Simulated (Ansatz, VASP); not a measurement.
**One calculation of Li2BrF, two programs**

```
F Br Li
1.0
     1.73538    1.00192    5.46846
    -1.73538    1.00192    5.46846
     0.00000   -2.00384    5.46846
F Br Li
1 1 2
Direct
  0.00000 0.00000 0.00000
  0.50000 0.50000 0.50000
  0.26702 0.26702 0.26702
  0.73298 0.73298 0.73298
```

Alike in both runs: task single point; functional r2SCAN; k mesh 6 × 6 × 6; no spin polarisation.

|  | VASP | Ansatz |
| --- | --- | --- |
| version | VASP 6.6.1 | Ansatz 0.2.0 |
| potentials or method | VASP PAW PBE potentials, release 64 (F, Br, Li_sv) | plane waves, PAW |
| plane-wave cutoff (eV) | 520 | 500 |
| occupations | gaussian, width 0.01 eV | fixed |
| valence electrons in the cell | 20 | 20 |

|  | VASP | Ansatz | Ansatz less VASP |
| --- | --- | --- | --- |
| gap on the k mesh at the Fermi level (eV) | 4.16 | 4.09 | -0.063 |

VASP's potentials were made for PBE, not for r2SCAN.

Noted on VASP's run: the cutoff is under 1.25 times that of the potentials, so the pressure is a little rough.
